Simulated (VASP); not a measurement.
# Pt (Pm-3m) in VASP: notebook, part 2 of 2

VASP 6.6.1. The steps go on from the part before.

### 4 Single point, PBE

This run uses another cell than the first one, of 18.10 Å³/atom, 1.042 times its volume.

INCAR

```
SYSTEM = Pt
PREC = Accurate ; ENCUT = 520
EDIFF = 1E-6 ; ISMEAR = -1
SIGMA = 0.1 ; LREAL = .False.
LASPH = .True. ; NELM = 80
ALGO = Normal ; ISIF = 2
LWAVE = .False. ; LCHARG = .False.
GGA = PE ; NBANDS = 11
```

KPOINTS

```
Automatic mesh
0
Gamma
  13 13 13
  0 0 0
```

POSCAR

```
Pt
1.0
    2.6255455883      0.0000000000      0.0000000000
    0.0000000000      2.6255455883      0.0000000000
    0.0000000000      0.0000000000      2.6255455883
Pt
1
Direct
    0.0000000000      0.0000000000      0.0000000000
```

Potentials or basis: VASP PAW PBE potentials, release 64 (Pt).

The run is started by

```console
> cat potpaw_PBE.64/Pt/POTCAR > POTCAR
> mpirun -np 1 vasp_std > vasp.out
```

OUTCAR:

```text
SYSTEM = Pt
   PREC = Accurate
   ENCUT = 520
   EDIFF = 1E-6
   ISMEAR = -1
   LREAL = .False.
   LASPH = .True.
   NELM = 80
   ISIF = 2
   GGA = PE

 ion  position               nearest neighbor table
   1  0.000  0.000  0.000-

  LATTYP: Found a simple cubic cell.
 ALAT       =     2.6255455883

  Lattice vectors:

 A1 = (   2.6255455883,   0.0000000000,   0.0000000000)
 A2 = (   0.0000000000,   2.6255455883,   0.0000000000)
 A3 = (   0.0000000000,   0.0000000000,   2.6255455883)

Analysis of symmetry for initial positions (statically):
=====================================================================
 Subroutine PRICEL returns:
 Original cell was already a primitive cell.

 Routine SETGRP: Setting up the symmetry group for a
 simple cubic supercell.

 Subroutine GETGRP returns: Found 48 space group operations
 (whereof 48 operations were pure point group operations)
 out of a pool of 48 trial point group operations.

The static configuration has the point symmetry O_h .

Analysis of symmetry for dynamics (positions and initial velocities):
=====================================================================
 Subroutine PRICEL returns:
 Original cell was already a primitive cell.

 Routine SETGRP: Setting up the symmetry group for a
 simple cubic supercell.

 Subroutine GETGRP returns: Found 48 space group operations
 (whereof 48 operations were pure point group operations)
 out of a pool of 48 trial point group operations.

The dynamic configuration has the point symmetry O_h .

 Subroutine INISYM returns: Found 48 space group operations
 (whereof 48 operations are pure point group operations),
 and found     1 'primitive' translations

----------------------------------------------------------------------------------------

                                     Primitive cell

  volume of cell :      18.0992

  direct lattice vectors                    reciprocal lattice vectors
     2.625545588  0.000000000  0.000000000     0.380873219  0.000000000  0.000000000
     0.000000000  2.625545588  0.000000000     0.000000000  0.380873219  0.000000000
     0.000000000  0.000000000  2.625545588     0.000000000  0.000000000  0.380873219

  length of vectors
     2.625545588  2.625545588  2.625545588     0.380873219  0.380873219  0.380873219

  position of ions in fractional coordinates (direct lattice)
     0.000000000  0.000000000  0.000000000

  ion indices of the primitive-cell ions
   primitive index   ion index
                 1           1

----------------------------------------------------------------------------------------

 KPOINTS: Automatic mesh

Automatic generation of k-mesh.
 Grid dimensions read from file:
 generate k-points for:   13   13   13

 Generating k-lattice:

  Cartesian coordinates                     Fractional coordinates (reciprocal lattice)
     0.029297940  0.000000000  0.000000000     0.076923077  0.000000000  0.000000000
     0.000000000  0.029297940  0.000000000     0.000000000  0.076923077  0.000000000
     0.000000000  0.000000000  0.029297940     0.000000000  0.000000000  0.076923077

  Length of vectors
     0.029297940  0.029297940  0.029297940

  Shift w.r.t. Gamma in fractional coordinates (k-lattice)
     0.000000000  0.000000000  0.000000000

 Subroutine IBZKPT returns following result:
 ===========================================

 Found     84 irreducible k-points:

 Following reciprocal coordinates:
            Coordinates               Weight
  0.000000  0.000000  0.000000      1.000000
  0.076923  0.000000  0.000000      6.000000
  0.153846  0.000000  0.000000      6.000000
  0.230769  0.000000  0.000000      6.000000
  0.307692  0.000000  0.000000      6.000000
  0.384615  0.000000  0.000000      6.000000
[... 16 lines left out ...]
  0.307692  0.307692  0.000000     12.000000
  0.384615  0.307692  0.000000     24.000000
 [... further k-points ...]
   k-points           NKPTS =     84   k-points in BZ     NKDIM =     84   number of bands    NBANDS=     11
   number of dos      NEDOS =    301   number of ions     NIONS =      1
   total plane-waves  NPLWV =   8000
   dimension x,y,z NGX =    20 NGY =   20 NGZ =   20
   dimension x,y,z NGXF=    40 NGYF=   40 NGZF=   40
   ions per type =               1
   NGX,Y,Z   is equivalent  to a cutoff of  12.66, 12.66, 12.66 a.u.
   NGXF,Y,Z  is equivalent  to a cutoff of  25.33, 25.33, 25.33 a.u.
 SYSTEM =  Pt
   PREC   = accura    normal or accurate (medium, high low for compatibility)
   ISTART =      0    job   : 0-new  1-cont  2-samecut
   ICHARG =      2    charge: 1-file 2-atom 10-const
   ISPIN  =      1    spin polarized calculation?
   LNONCOLLINEAR =      F non collinear calculations
   LSORBIT =      F    spin-orbit coupling
   LASPH  =      T    aspherical Exc in radial PAW
   ENCUT  =  520.0 eV  38.22 Ry    6.18 a.u.   4.88  4.88  4.88*2*pi/ulx,y,z
   NELM   =     80;   NELMIN=  2; NELMDL= -5     # of ELM steps
   EDIFF  = 0.1E-05   stopping-criterion for ELM
   LREAL  =      F    real-space projection
   EDIFFG = 0.1E-04   stopping-criterion for IOM
   NSW    =      0    number of steps for IOM
   IBRION =     -1    ionic relax: 0-MD 1-quasi-New 2-CG
   NFREE  =      0    steps in history (QN), initial steepest desc. (CG)
   ISIF   =      2    stress and relaxation
   ISYM   =      2    0-nonsym 1-usesym 2-fastsym
   POTIM  = 0.5000    time-step for ionic-motion
   TEBEG  =    0.0;   TEEND  =   0.0 temperature during run
   PSTRESS=    0.0 pullay stress
   NELECT =      10.0000    total number of electrons
   NUPDOWN=      -1.0000    fix difference up-down
   EMIN   =  10.00;   EMAX   =-10.00  energy-range for DOS
   EFERMI =   0.00;   METHOD = LEGACY
   ISMEAR =    -1;   SIGMA  =   0.10  broadening in eV -4-tet -1-fermi 0-gaus
   EFERMI_NEDOS =   21; number of points for ismear=-14 and -15
   IALGO  =     38    algorithm
   IMIX   =      4    mixing-type and parameters
     AMIX     =   0.40;   BMIX     =  1.00
     AMIX_MAG =   1.60;   BMIX_MAG =  1.00
  volume/ion in A,a.u.               =      18.10       122.14
  Fermi-wavevector in a.u.,A,eV,Ry     =   1.343348  2.538560 24.552862  1.804584
  Thomas-Fermi vector in A             =   2.471429
   LORBIT       =      0    0 simple, 1 ext, 2 COOP (PROOUT), +10 PAW based schemes
   GGA     = PE    functional components
   LHFCALC =     F    Hartree Fock is set to
   AEXX    =    0.0000 exact exchange contribution
   IVDW    =     0    specifies the selected vdW correction
   LEPSILON=     F    determine dielectric tensor
   LRPA    =     F    only Hartree local field effects (RPA)
 non-spin polarized calculation
  energy-cutoff  :      520.00
  volume of cell :       18.10
 maximum number of plane-waves:       498
 NGX is ok and might be reduce to    20
   NGX =  9   NGY =  9   NGZ =  9

 number of electron      10.0000002 magnetization

 Free energy of the ion-electron system (eV)
  ---------------------------------------------------
  ext. energy  EPLUGINS =         0.00000000
  ---------------------------------------------------
  free energy    TOTEN  =        -5.67368808 eV

  energy without entropy =       -5.63093498  energy(sigma->0) =       -5.65231153

 E-fermi :   8.1938     XC(G=0): -12.2624

 val. band max:        8.1937179761   @ k =   0.3846   0.3846   0.1538
 cond. band min:       8.2068432465   @ k =   0.1538   0.0769   0.0769
 fundamental gap:      0.0131252704
 Fermi energy:         8.1937879348

 k-point     1 :       0.0000    0.0000    0.0000
  band No.  band energies     occupation
      1      -0.1941      2.00000
      2       2.5560      2.00000
      3       2.5560      2.00000
      4       8.4508      0.14219
      5       8.4508      0.14219
      6       8.4508      0.14219
      7      23.3298      0.00000
      8      23.3298      0.00000
      9      23.3298      0.00000
     10      29.0120      0.00000
     11      31.7107      0.00000
[... 309 lines left out ...]
 k-point    24 :       0.3846    0.3077    0.0000
  band No.  band energies     occupation
      1       3.0723      2.00000
      2       3.4951      2.00000
      3       6.5310      2.00000
      4       6.8021      2.00000
      5       7.2391      1.99986
      6       8.7222      0.01010
      7      15.4265      0.00000
      8      20.0874      0.00000
      9      24.8232      0.00000
     10      29.0475      0.00000
     11      31.7926      0.00000

 [... further k-points ...]

------------------------ aborting loop because EDIFF is reached ----------------------------------------

  FORCE on cell =-STRESS in cart. coord.  units (eV):
  Direction    XX          YY          ZZ          XY          YZ          ZX
  --------------------------------------------------------------------------------------
  -------------------------------------------------------------------------------------
  Total       -0.0635921     -0.0635921     -0.0635921     -0.0000000     -0.0000000      0.0000000
  in kB       -5.6293048     -5.6293048     -5.6293048     -0.0000000     -0.0000000      0.0000000
  external PRESSURE =      -5.6293048 kB  Pullay stress =       0.0000000 kB

 VOLUME and BASIS-vectors are now :
 -----------------------------------------------------------------------------
  energy-cutoff  :      520.00
  volume of cell :       18.10
      direct lattice vectors                 reciprocal lattice vectors
     2.625545588  0.000000000  0.000000000     0.380873219  0.000000000  0.000000000
     0.000000000  2.625545588  0.000000000     0.000000000  0.380873219  0.000000000
     0.000000000  0.000000000  2.625545588     0.000000000  0.000000000  0.380873219

 POSITION                                       TOTAL-FORCE (eV/Angst)
 -----------------------------------------------------------------------------------
      0.00000      0.00000      0.00000         0.000000      0.000000      0.000000
 -----------------------------------------------------------------------------------
    total drift:                                0.000000      0.000000      0.000000

  FREE ENERGIE OF THE ION-ELECTRON SYSTEM (eV)
  ---------------------------------------------------
  free  energy   TOTEN  =        -5.6736880779 eV

  energy  without entropy=       -5.6309349754  energy(sigma->0) =       -5.65231153
```

OSZICAR:

```text
N       E                     dE             d eps       ncg     rms          rms(c)
DAV:   1     0.402918646539E+02    0.40292E+02   -0.52185E+03  1872   0.831E+02
DAV:   2    -0.537499377627E+01   -0.45667E+02   -0.43784E+02  2094   0.171E+02
DAV:   3    -0.601702987396E+01   -0.64204E+00   -0.64016E+00  2136   0.194E+01
DAV:   4    -0.602019865250E+01   -0.31688E-02   -0.31686E-02  2121   0.158E+00
DAV:   5    -0.602023263946E+01   -0.33987E-04   -0.33986E-04  2169   0.158E-01    0.884E+00
DAV:   6    -0.569657933561E+01    0.32365E+00   -0.86119E-01  1968   0.710E+00    0.467E+00
DAV:   7    -0.567624310577E+01    0.20336E-01   -0.65999E-02  2145   0.195E+00    0.222E+00
DAV:   8    -0.567380649233E+01    0.24366E-02   -0.38400E-03  2079   0.536E-01    0.355E-01
DAV:   9    -0.567368425389E+01    0.12224E-03   -0.10927E-04  2097   0.912E-02    0.258E-02
DAV:  10    -0.567368822133E+01   -0.39674E-05   -0.25880E-06  2227   0.142E-02    0.346E-03
DAV:  11    -0.567368807793E+01    0.14340E-06   -0.43094E-08  1161   0.173E-03
   1 F= -.56736881E+01 E0= -.56523115E+01  d E =-.427531E-01
```

It took 6.4 s on 1 thread of Intel Xeon Platinum 8488C (Sapphire Rapids), shared host; peak memory 0.13 GiB.

Results:

| Item | Value |
| --- | --- |
| Free energy | -5.6737 eV |
| Pressure | -0.6 GPa |
| Band gap on the k mesh | zero (band 5 reaches 9.95 eV, above the bottom of band 6 at 7.15 eV) |

Levels at points of the mesh, in eV from the Fermi level:
```tsv
k point	band 1	band 2	band 3	band 4	band 5	band 6	band 7	band 8	band 9	band 10
(0.00, 0.00, 0.00)	-8.39	-5.64	-5.64	0.26	0.26	0.26	15.14	15.14	15.14	20.82
```

Caveat: spin-orbit coupling is left out, which moves the levels of the heavy elements.

### 5 Single point, PBE (volume scaled by 1.04)

INCAR

```
SYSTEM = Pt
ALGO     = Normal         ! electronic algorithm
EDIFF    = 1E-7           ! SCF threshold, eV
ENCUT    = 520            ! plane-wave cutoff, eV
GGA      = PE             ! functional
ISIF     = 2              ! what is computed and relaxed
ISMEAR   = -1             ! smearing method
LASPH    = .TRUE.         ! aspherical terms in the spheres
LCHARG   = .FALSE.        ! write CHGCAR
LREAL    = .FALSE.        ! projectors in reciprocal space
LWAVE    = .FALSE.        ! write WAVECAR
NBANDS   = 11             ! bands
NELM     = 60             ! most SCF steps
PREC     = Accurate       ! precision mode
SIGMA    = 0.1            ! smearing width, eV
```

KPOINTS

```
k-points
0
G
  13 13 13
  0 0 0
```

POSCAR

```
Pt
1.0
    2.6600962030      0.0000000000      0.0000000000
    0.0000000000      2.6600962030      0.0000000000
    0.0000000000      0.0000000000      2.6600962030
Pt
1
Direct
    0.0000000000      0.0000000000      0.0000000000
```

Potentials or basis: VASP PAW PBE potentials, release 64 (Pt).

The run is started by

```console
> cat potpaw_PBE.64/Pt/POTCAR > POTCAR
> mpirun -np 1 vasp_std > vasp.out
```

OUTCAR:

```text
SYSTEM = Pt
   EDIFF = 1E-7
   ENCUT = 520
   GGA = PE
   ISIF = 2
   ISMEAR = -1
   LASPH = .TRUE.
   LREAL = .FALSE.
   NELM = 60
   PREC = Accurate

 ion  position               nearest neighbor table
   1  0.000  0.000  0.000-

  LATTYP: Found a simple cubic cell.
 ALAT       =     2.6600962030

  Lattice vectors:

 A1 = (   2.6600962030,   0.0000000000,   0.0000000000)
 A2 = (   0.0000000000,   2.6600962030,   0.0000000000)
 A3 = (   0.0000000000,   0.0000000000,   2.6600962030)

Analysis of symmetry for initial positions (statically):
=====================================================================
 Subroutine PRICEL returns:
 Original cell was already a primitive cell.

 Routine SETGRP: Setting up the symmetry group for a
 simple cubic supercell.

 Subroutine GETGRP returns: Found 48 space group operations
 (whereof 48 operations were pure point group operations)
 out of a pool of 48 trial point group operations.

The static configuration has the point symmetry O_h .

Analysis of symmetry for dynamics (positions and initial velocities):
[... 164 lines left out ...]
 k-point     1 :       0.0000    0.0000    0.0000
  band No.  band energies     occupation
      1      -0.4439      2.00000
      2       2.2719      2.00000
      3       2.2719      2.00000
      4       7.8195      0.19050
      5       7.8195      0.19050
      6       7.8195      0.19049
      7      22.5099      0.00000
      8      22.5099      0.00000
      9      22.5099      0.00000
     10      27.9820      0.00000
     11      30.6404      0.00000
[... 309 lines left out ...]
 k-point    24 :       0.3846    0.3077    0.0000
  band No.  band energies     occupation
      1       2.7448      2.00000
      2       3.1789      2.00000
      3       6.0264      2.00000
      4       6.2819      2.00000
      5       6.6903      1.99976
      6       8.1428      0.00827
      7      14.6499      0.00000
      8      19.1742      0.00000
      9      23.9226      0.00000
     10      28.1573      0.00000
     11      30.7919      0.00000

 [... further k-points ...]

------------------------ aborting loop because EDIFF is reached ----------------------------------------

  FORCE on cell =-STRESS in cart. coord.  units (eV):
  Direction    XX          YY          ZZ          XY          YZ          ZX
  --------------------------------------------------------------------------------------
  -------------------------------------------------------------------------------------
  Total       -0.8117630     -0.8117630     -0.8117630     -0.0000000      0.0000000      0.0000000
  in kB      -69.0951898    -69.0951898    -69.0951898     -0.0000000      0.0000000      0.0000000
  external PRESSURE =     -69.0951898 kB  Pullay stress =       0.0000000 kB

 VOLUME and BASIS-vectors are now :
 -----------------------------------------------------------------------------
  energy-cutoff  :      520.00
  volume of cell :       18.82
      direct lattice vectors                 reciprocal lattice vectors
     2.660096203  0.000000000  0.000000000     0.375926254  0.000000000  0.000000000
     0.000000000  2.660096203  0.000000000     0.000000000  0.375926254  0.000000000
     0.000000000  0.000000000  2.660096203     0.000000000  0.000000000  0.375926254

 POSITION                                       TOTAL-FORCE (eV/Angst)
 -----------------------------------------------------------------------------------
      0.00000      0.00000      0.00000         0.000000      0.000000      0.000000
 -----------------------------------------------------------------------------------
    total drift:                               -0.000000      0.000000      0.000000

  FREE ENERGIE OF THE ION-ELECTRON SYSTEM (eV)
  ---------------------------------------------------
  free  energy   TOTEN  =        -5.6566563106 eV

  energy  without entropy=       -5.6113949877  energy(sigma->0) =       -5.63402565
```

OSZICAR:

```text
N       E                     dE             d eps       ncg     rms          rms(c)
DAV:   1     0.392091411834E+02    0.39209E+02   -0.52617E+03  1888   0.830E+02
DAV:   2    -0.539956436132E+01   -0.44609E+02   -0.42681E+02  2055   0.167E+02
DAV:   3    -0.600117642613E+01   -0.60161E+00   -0.59602E+00  2160   0.193E+01
DAV:   4    -0.600422107696E+01   -0.30447E-02   -0.30443E-02  2079   0.157E+00
DAV:   5    -0.600425512275E+01   -0.34046E-04   -0.34045E-04  2186   0.162E-01    0.795E+00
DAV:   6    -0.567523547362E+01    0.32902E+00   -0.94036E-01  1956   0.727E+00    0.420E+00
DAV:   7    -0.565880781638E+01    0.16428E-01   -0.55033E-02  2157   0.176E+00    0.212E+00
DAV:   8    -0.565677523315E+01    0.20326E-02   -0.35381E-03  2061   0.505E-01    0.334E-01
DAV:   9    -0.565665267487E+01    0.12256E-03   -0.14507E-04  2082   0.102E-01    0.256E-02
DAV:  10    -0.565665660630E+01   -0.39314E-05   -0.31132E-06  2222   0.155E-02    0.480E-03
DAV:  11    -0.565665637831E+01    0.22799E-06   -0.57447E-08  1766   0.191E-03    0.863E-04
DAV:  12    -0.565665631061E+01    0.67700E-07   -0.13316E-08  1152   0.908E-04
   1 F= -.56566563E+01 E0= -.56340256E+01  d E =-.452613E-01
```

Wall time 6.9 s (1 thread of Intel Xeon Platinum 8488C (Sapphire Rapids), shared host); peak memory 0.13 GiB.

What came out:

```yaml
Free_energy: -5.6567 eV
Pressure: -6.9 GPa
Band_gap_on_the_k_mesh: zero (band 5 reaches 9.23 eV, above the bottom of band 6 at 6.60 eV)
```

Levels at points of the mesh, in eV from the Fermi level:
| k point | band 3 | band 4 | band 5 | band 6 | band 7 | band 8 |
| --- | --- | --- | --- | --- | --- | --- |
| (0.00, 0.00, 0.00) | -5.32 | 0.23 | 0.23 | 0.23 | 14.92 | 14.92 |

Caveat: the cell differs from its parent crystal (volume scaled by 1.04); spin-orbit coupling is left out, which moves the levels of the heavy elements.

### 6 Summary

```csv
cell,k mesh,gap on the mesh (eV),pressure (GPa)
"a = 2.590 Å, 1 atom",13 × 13 × 13,none,7.7
"a = 2.626 Å, 1 atom",12 × 12 × 12,none,-0.5
"a = 2.626 Å, 1 atom",13 × 13 × 13,none,-0.6
"a = 2.660 Å, 1 atom",13 × 13 × 13,none,-6.9
```

Alike in all rows: task single point; level PBE; potentials or basis VASP PAW PBE potentials, release 64 (Pt); no spin polarisation; cutoff (eV) 520; smearing fermi-dirac 0.1 eV.

Caveats: spin-orbit coupling is left out, which moves the levels of the heavy elements.

Absolute energies hang on the potentials; compare differences alone.
